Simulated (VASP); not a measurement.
# ZnSe (F-43m) in VASP: settings compared

The runs below take ZnSe through single point, with PBE0, r2SCAN50, PBE-based screened hybrid.

Everything below comes from runs of VASP 6.6.1. Logs are shortened: lines on timing, memory, paths and dates and some standing lists are left out, and cuts for length are marked.

## (1) The cell of the first run

Symmetry: F-43m, No. 216, cubic system. The conventional cell has a = 5.665 Å, b = 5.665 Å, c = 5.665 Å, α = 90.00°, β = 90.00°, γ = 90.00°. Zn (site symmetry -43m) has 4 Se at 2.45 Å within 3.2 Å. Within 3.2 Å of Se (site symmetry -43m) lie 4 Zn at 2.45 Å.

## (2) Single point, PBE0

Contents of POSCAR:

```
ZnSe
1.0
    0.0000000000      2.8324206805      2.8324206805
    2.8324206805      0.0000000000      2.8324206805
    2.8324206805      2.8324206805      0.0000000000
Zn Se
1 1
Direct
    0.0000000000      0.0000000000      0.0000000000
    0.2500000000      0.2500000000      0.2500000000
```

Contents of INCAR.step1:

```
SYSTEM = ZnSe
PREC = Accurate
ENCUT = 520
EDIFF = 1E-5
ISMEAR = 0
SIGMA = 0.01
LREAL = .False.
LASPH = .True.
NELM = 60
ALGO = Normal
ISIF = 2
LWAVE = .True.
NBANDS = 16
GGA = PE
```

Contents of INCAR.step2:

```
SYSTEM = ZnSe
PREC = Accurate
ENCUT = 520
EDIFF = 1E-6
ISMEAR = 0
SIGMA = 0.01
LREAL = .False.
LASPH = .True.
NELM = 60
ALGO = Normal
ISIF = 2
LWAVE = .False.
LCHARG = .True.
GGA = PE
LHFCALC = .True.
AEXX = 0.25
PRECFOCK = Normal
LELF = .True.
LVHAR = .True.
NBANDS = 16
ISTART = 1
```

Contents of KPOINTS:

```
regular mesh
0
Gamma
  4 4 4
  0 0 0
```

Potentials or basis: VASP PAW PBE potentials, release 64 (Zn, Se).

Launch:

```bash
$ cat potpaw_PBE.64/Zn/POTCAR potpaw_PBE.64/Se/POTCAR > POTCAR
$ cp INCAR.step1 INCAR
$ mpirun -np 1 vasp_std > vasp.out
$ cp INCAR.step2 INCAR
$ mpirun -np 1 vasp_std > vasp.out
```

OUTCAR:

```text
SYSTEM = ZnSe
   PREC = Accurate
   ENCUT = 520
   EDIFF = 1E-6
   ISMEAR = 0
   LREAL = .False.
   LASPH = .True.
   NELM = 60
   ISIF = 2
   GGA = PE
   LHFCALC = .True.
   AEXX = 0.25
   PRECFOCK = Normal
   ISTART = 1

 ion  position               nearest neighbor table
   1  0.000  0.000  0.000-   2 2.45   2 2.45   2 2.45   2 2.45
   2  0.250  0.250  0.250-   1 2.45   1 2.45   1 2.45   1 2.45

  LATTYP: Found a face centered cubic cell.
 ALAT       =     5.6648413610

  Lattice vectors:

 A1 = (   0.0000000000,   2.8324206805,   2.8324206805)
 A2 = (   2.8324206805,   0.0000000000,   2.8324206805)
 A3 = (   2.8324206805,   2.8324206805,   0.0000000000)

Analysis of symmetry for initial positions (statically):
=====================================================================
 Subroutine PRICEL returns:
 Original cell was already a primitive cell.

 Routine SETGRP: Setting up the symmetry group for a
 face centered cubic supercell.

 Subroutine GETGRP returns: Found 24 space group operations
 (whereof 24 operations were pure point group operations)
 out of a pool of 48 trial point group operations.

The static configuration has the point symmetry T_d .

Analysis of symmetry for dynamics (positions and initial velocities):
=====================================================================
 Subroutine PRICEL returns:
 Original cell was already a primitive cell.

 Routine SETGRP: Setting up the symmetry group for a
 face centered cubic supercell.

 Subroutine GETGRP returns: Found 24 space group operations
 (whereof 24 operations were pure point group operations)
 out of a pool of 48 trial point group operations.

The dynamic configuration has the point symmetry T_d .

 Subroutine INISYM returns: Found 24 space group operations
 (whereof 24 operations are pure point group operations),
 and found     1 'primitive' translations

----------------------------------------------------------------------------------------

                                     Primitive cell

  volume of cell :      45.4468

  direct lattice vectors                    reciprocal lattice vectors
     0.000000000  2.832420680  2.832420680    -0.176527450  0.176527450  0.176527450
     2.832420680  0.000000000  2.832420680     0.176527450 -0.176527450  0.176527450
     2.832420680  2.832420680  0.000000000     0.176527450  0.176527450 -0.176527450

  length of vectors
     4.005647741  4.005647741  4.005647741     0.305754512  0.305754512  0.305754512

  position of ions in fractional coordinates (direct lattice)
     0.000000000  0.000000000  0.000000000
     0.250000000  0.250000000  0.250000000

  ion indices of the primitive-cell ions
   primitive index   ion index
                 1           1
                 2           2

----------------------------------------------------------------------------------------

 KPOINTS: regular mesh

Automatic generation of k-mesh.
 Grid dimensions read from file:
 generate k-points for:    4    4    4

 Generating k-lattice:

  Cartesian coordinates                     Fractional coordinates (reciprocal lattice)
    -0.044131862  0.044131862  0.044131862     0.250000000  0.000000000  0.000000000
     0.044131862 -0.044131862  0.044131862     0.000000000  0.250000000  0.000000000
     0.044131862  0.044131862 -0.044131862     0.000000000  0.000000000  0.250000000

  Length of vectors
     0.076438628  0.076438628  0.076438628

  Shift w.r.t. Gamma in fractional coordinates (k-lattice)
     0.000000000  0.000000000  0.000000000

 Subroutine IBZKPT returns following result:
 ===========================================

 Found      8 irreducible k-points:

 Following reciprocal coordinates:
            Coordinates               Weight
  0.000000  0.000000  0.000000      1.000000
  0.250000  0.000000  0.000000      8.000000
  0.500000  0.000000  0.000000      4.000000
  0.250000  0.250000  0.000000      6.000000
  0.500000  0.250000  0.000000     24.000000
 -0.250000  0.250000  0.000000     12.000000
  0.500000  0.500000  0.000000      3.000000
 -0.250000  0.500000  0.250000      6.000000
   k-points           NKPTS =      8   k-points in BZ     NKDIM =     64   number of bands    NBANDS=     16
   number of dos      NEDOS =    301   number of ions     NIONS =      2
   total plane-waves  NPLWV =  27000
   dimension x,y,z NGX =    30 NGY =   30 NGZ =   30
   dimension x,y,z NGXF=    60 NGYF=   60 NGZF=   60
   ions per type =               1   1
   NGX,Y,Z   is equivalent  to a cutoff of  12.45, 12.45, 12.45 a.u.
   NGXF,Y,Z  is equivalent  to a cutoff of  24.90, 24.90, 24.90 a.u.
 SYSTEM =  ZnSe
   PREC   = accura    normal or accurate (medium, high low for compatibility)
   ISTART =      1    job   : 0-new  1-cont  2-samecut
   ICHARG =      0    charge: 1-file 2-atom 10-const
   ISPIN  =      1    spin polarized calculation?
   LNONCOLLINEAR =      F non collinear calculations
   LSORBIT =      F    spin-orbit coupling
   LASPH  =      T    aspherical Exc in radial PAW
   ENCUT  =  520.0 eV  38.22 Ry    6.18 a.u.   7.45  7.45  7.45*2*pi/ulx,y,z
   NELM   =     60;   NELMIN=  2; NELMDL=  0     # of ELM steps
   EDIFF  = 0.1E-05   stopping-criterion for ELM
   LREAL  =      F    real-space projection
   EDIFFG = 0.1E-04   stopping-criterion for IOM
   NSW    =      0    number of steps for IOM
   IBRION =     -1    ionic relax: 0-MD 1-quasi-New 2-CG
   NFREE  =      0    steps in history (QN), initial steepest desc. (CG)
   ISIF   =      2    stress and relaxation
   ISYM   =      3    0-nonsym 1-usesym 2-fastsym
   POTIM  = 0.5000    time-step for ionic-motion
   TEBEG  =    0.0;   TEEND  =   0.0 temperature during run
   PSTRESS=    0.0 pullay stress
   NELECT =      18.0000    total number of electrons
   NUPDOWN=      -1.0000    fix difference up-down
   EMIN   =  10.00;   EMAX   =-10.00  energy-range for DOS
   EFERMI =   0.00;   METHOD = LEGACY
   ISMEAR =     0;   SIGMA  =   0.01  broadening in eV -4-tet -1-fermi 0-gaus
   EFERMI_NEDOS =   21; number of points for ismear=-14 and -15
   IALGO  =     38    algorithm
   IMIX   =      1    mixing-type and parameters
     AMIX     =   0.40;   BMIX     =  1.00
     AMIX_MAG =   1.60;   BMIX_MAG =  1.00
  volume/ion in A,a.u.               =      22.72       153.35
  Fermi-wavevector in a.u.,A,eV,Ry     =   1.202259  2.271939 19.666213  1.445426
  Thomas-Fermi vector in A             =   2.338045
   LORBIT       =      0    0 simple, 1 ext, 2 COOP (PROOUT), +10 PAW based schemes
   GGA     = PE    functional components
   LHFCALC =     T    Hartree Fock is set to
   PRECFOCK=normal    Normal, Fast or Accurate (Low or Medium for compatibility)
   ENCUT4O =  -1.0   cutoff for four orbital integrals eV
   NKREDX  =     1    reduce k-point grid by
   NKREDY  =     1    reduce k-point grid by
   NKREDZ  =     1    reduce k-point grid by
   AEXX    =    0.2500 exact exchange contribution
   HFSCREEN=    0.0000 screening length (either q_TF or 0.3 A-1)
   HFSCREENC=   0.0000 screening length for correlation (either q_TF or 0.3 A-1)
   ENCUTFOCK=  -1.0 apply spherical cutoff to Coloumb kernel
   IVDW    =     0    specifies the selected vdW correction
   LEPSILON=     F    determine dielectric tensor
   LRPA    =     F    only Hartree local field effects (RPA)
 non-spin polarized calculation
 Gauss-broadening in eV      SIGMA  =   0.01
  energy-cutoff  :      520.00
  volume of cell :       45.45
 maximum number of plane-waves:      1243
 NGX is ok and might be reduce to    30
  NGX = 24; NGY = 24; NGZ = 24

 number of electron      18.0000011 magnetization

 Free energy of the ion-electron system (eV)
  ---------------------------------------------------
  ext. energy  EPLUGINS =         0.00000000
  ---------------------------------------------------
  free energy    TOTEN  =        -7.95280143 eV

  energy without entropy =       -7.95280143  energy(sigma->0) =       -7.95280143

 E-fermi :   0.6871     XC(G=0):  -7.3557

 val. band max:        0.6007679294   @ k =   0.0000   0.0000   0.0000
 cond. band min:       3.7442847664   @ k =   0.0000   0.0000   0.0000
 fundamental gap:      3.1435168371
 Fermi energy:         0.6871157550

 k-point     1 :       0.0000    0.0000    0.0000
  band No.  band energies     occupation
      1     -13.8224      2.00000
      2      -7.6340      2.00000
      3      -7.6340      2.00000
      4      -7.6340      2.00000
      5      -7.3032      2.00000
      6      -7.3032      2.00000
      7       0.6008      2.00000
      8       0.6008      2.00000
      9       0.6008      2.00000
     10       3.7443      0.00000
     11       8.2943      0.00000
     12       8.2943      0.00000
     13       8.2943      0.00000
     14      12.6291      0.00000
     15      14.0810      0.00000
     16      14.0810      0.00000

 k-point     2 :       0.2500    0.0000    0.0000
  band No.  band energies     occupation
      1     -13.4229      2.00000
      2      -7.5876      2.00000
      3      -7.5876      2.00000
      4      -7.5236      2.00000
      5      -7.3038      2.00000
      6      -7.3038      2.00000
      7      -2.6580      2.00000
      8       0.0974      2.00000
      9       0.0974      2.00000
     10       5.2178      0.00000
     11       8.9573      0.00000
     12       8.9573      0.00000
     13       9.0931      0.00000
     14      12.9855      0.00000
     15      12.9855      0.00000
     16      13.2523      0.00000

 k-point     3 :       0.5000    0.0000    0.0000
  band No.  band energies     occupation
      1     -12.9551      2.00000
      2      -7.5532      2.00000
      3      -7.5532      2.00000
      4      -7.2895      2.00000
      5      -7.2895      2.00000
      6      -7.1179      2.00000
      7      -4.9960      2.00000
      8      -0.3228      2.00000
      9      -0.3228      2.00000
     10       4.9884      0.00000
     11       8.8459      0.00000
     12       8.8459      0.00000
     13      11.0803      0.00000
     14      13.6913      0.00000
     15      15.8921      0.00000
     16      15.8921      0.00000

 k-point     4 :       0.2500    0.2500    0.0000
  band No.  band energies     occupation
      1     -13.2891      2.00000
      2      -7.5771      2.00000
      3      -7.5334      2.00000
      4      -7.5334      2.00000
      5      -7.3216      2.00000
      6      -7.2822      2.00000
      7      -2.4618      2.00000
      8      -0.7309      2.00000
      9      -0.7309      2.00000
     10       6.3056      0.00000
     11       6.4830      0.00000
     12      10.6742      0.00000
     13      10.6742      0.00000
     14      10.7137      0.00000
     15      14.9989      0.00000
     16      16.6328      0.00000

 k-point     5 :       0.5000    0.2500    0.0000
  band No.  band energies     occupation
      1     -12.8194      2.00000
      2      -7.5288      2.00000
      3      -7.4815      2.00000
      4      -7.3773      2.00000
      5      -7.2808      2.00000
      6      -7.1081      2.00000
      7      -4.3571      2.00000
      8      -2.0070      2.00000
      9      -1.0966      2.00000
     10       6.1191      0.00000
     11       8.1217      0.00000
     12      10.0365      0.00000
     13      10.9531      0.00000
     14      13.8023      0.00000
     15      16.0597      0.00000
     16      16.8997      0.00000

 k-point     6 :      -0.2500    0.2500    0.0000
  band No.  band energies     occupation
      1     -12.9766      2.00000
      2      -7.5359      2.00000
      3      -7.5279      2.00000
      4      -7.3477      2.00000
      5      -7.3150      2.00000
      6      -7.2159      2.00000
      7      -3.8715      2.00000
      8      -2.1175      2.00000
      9      -0.3626      2.00000
     10       6.6764      0.00000
     11       8.8491      0.00000
     12       9.2889      0.00000
     13       9.9118      0.00000
     14      12.3567      0.00000
     15      14.7988      0.00000
     16      16.9157      0.00000

 k-point     7 :       0.5000    0.5000    0.0000
  band No.  band energies     occupation
      1     -12.6639      2.00000
      2      -7.5160      2.00000
      3      -7.4121      2.00000
      4      -7.4121      2.00000
      5      -7.2611      2.00000
      6      -7.0728      2.00000
      7      -4.5868      2.00000
      8      -1.7348      2.00000
      9      -1.7348      2.00000
     10       5.1733      0.00000
     11       5.8386      0.00000
     12      13.5491      0.00000
     13      14.1932      0.00000
     14      14.1932      0.00000
     15      16.7008      0.00000
     16      17.1863      0.00000

 k-point     8 :      -0.2500    0.5000    0.2500
  band No.  band energies     occupation
      1     -12.6600      2.00000
      2      -7.4974      2.00000
      3      -7.4612      2.00000
      4      -7.3390      2.00000
      5      -7.3138      2.00000
      6      -6.9609      2.00000
      7      -4.3705      2.00000
      8      -2.4262      2.00000
      9      -2.2060      2.00000
     10       7.7720      0.00000
     11       8.2545      0.00000
     12       9.5617      0.00000
     13      10.1115      0.00000
     14      14.6530      0.00000
     15      16.6606      0.00000
     16      16.8186      0.00000

------------------------ aborting loop because EDIFF is reached ----------------------------------------

  FORCE on cell =-STRESS in cart. coord.  units (eV):
  Direction    XX          YY          ZZ          XY          YZ          ZX
  --------------------------------------------------------------------------------------
  -------------------------------------------------------------------------------------
  Total        0.3566233      0.3566233      0.3566233      0.0000000      0.0000000     -0.0000000
  in kB       12.5723679     12.5723679     12.5723679      0.0000000      0.0000000     -0.0000000
  external PRESSURE =      12.5723679 kB  Pullay stress =       0.0000000 kB

 VOLUME and BASIS-vectors are now :
 -----------------------------------------------------------------------------
  energy-cutoff  :      520.00
  volume of cell :       45.45
      direct lattice vectors                 reciprocal lattice vectors
     0.000000000  2.832420680  2.832420680    -0.176527450  0.176527450  0.176527450
     2.832420680  0.000000000  2.832420680     0.176527450 -0.176527450  0.176527450
     2.832420680  2.832420680  0.000000000     0.176527450  0.176527450 -0.176527450

 POSITION                                       TOTAL-FORCE (eV/Angst)
 -----------------------------------------------------------------------------------
      0.00000      0.00000      0.00000        -0.000000     -0.000000     -0.000000
      1.41621      1.41621      1.41621         0.000000      0.000000      0.000000
 -----------------------------------------------------------------------------------
    total drift:                                0.000195      0.000175      0.000116

  FREE ENERGIE OF THE ION-ELECTRON SYSTEM (eV)
  ---------------------------------------------------
  free  energy   TOTEN  =        -7.9528014251 eV

  energy  without entropy=       -7.9528014251  energy(sigma->0) =       -7.95280143
```

Run time: 7.5 min. Hardware: 1 thread of AMD EPYC 7R13 (Zen 3), shared host; peak memory 0.16 GiB.

Results:

| Property | Result |
| --- | --- |
| Free energy | -7.9528 eV |
| Pressure | 1.3 GPa |
| Band gap on the k mesh | 3.14 eV, direct |

Caveat: the k points lie up to 0.48 Å⁻¹ apart; the PAW data sets were made with another functional, which shifts forces and pressure a little.

## (3) Single point, r2SCAN50

POSCAR is that of step 2.

Contents of INCAR.step1:

```
SYSTEM = ZnSe
PREC = Accurate ; ENCUT = 520
EDIFF = 1E-5 ; ISMEAR = 0
SIGMA = 0.01 ; LREAL = .False.
LASPH = .True. ; NELM = 100
ALGO = Normal ; ISIF = 2
LWAVE = .True. ; LCHARG = .False.
GGA = PE ; NBANDS = 16
```

Contents of INCAR.step2:

```
SYSTEM = ZnSe
PREC = Accurate ; ENCUT = 520
EDIFF = 1E-6 ; ISMEAR = 0
SIGMA = 0.01 ; LREAL = .False.
LASPH = .True. ; NELM = 100
ALGO = Normal ; ISIF = 2
LWAVE = .False. ; LCHARG = .False.
METAGGA = R2SCAN ; LHFCALC = .True.
AEXX = 0.5 ; LMIXTAU = .True.
PRECFOCK = Normal ; ISTART = 1
NBANDS = 16
```

Contents of KPOINTS:

```
Automatic mesh
0
Gamma
  4 4 4
  0 0 0
```

Potentials or basis: VASP PAW PBE potentials, release 64 (Zn, Se).

Launch:

```bash
$ cat potpaw_PBE.64/Zn/POTCAR potpaw_PBE.64/Se/POTCAR > POTCAR
$ cp INCAR.step1 INCAR
$ mpirun -np 1 vasp_std > vasp.out
$ cp INCAR.step2 INCAR
$ mpirun -np 1 vasp_std > vasp.out
```

It took 9.5 min on 1 thread of AMD EPYC 7R13 (Zen 3), shared host; peak memory 0.15 GiB.

Results (log left out):

```yaml
Free_energy: -20.1222 eV
Pressure: -0.5 GPa
Band_gap_on_the_k_mesh: 5.15 eV, direct
```

Levels at points of the mesh, in eV from the valence-band top:
| k point | band 6 | band 7 | band 8 | band 9 | band 10 | band 11 | band 12 | band 13 |
| --- | --- | --- | --- | --- | --- | --- | --- | --- |
| (0.00, 0.00, 0.00) | -9.79 | 0.00 | 0.00 | 0.00 | 5.15 | 9.78 | 9.78 | 9.78 |
| (0.50, 0.00, 0.00) | -9.57 | -5.93 | -0.97 | -0.97 | 6.40 | 10.27 | 10.27 | 12.46 |
| (0.50, 0.50, 0.00) | -9.50 | -5.52 | -2.47 | -2.47 | 6.27 | 7.16 | 15.35 | 16.14 |

Caveat: the k points lie up to 0.48 Å⁻¹ apart; the PAW data sets were made with another functional, which shifts forces and pressure a little.

(Part 1 of 2 ends here.)
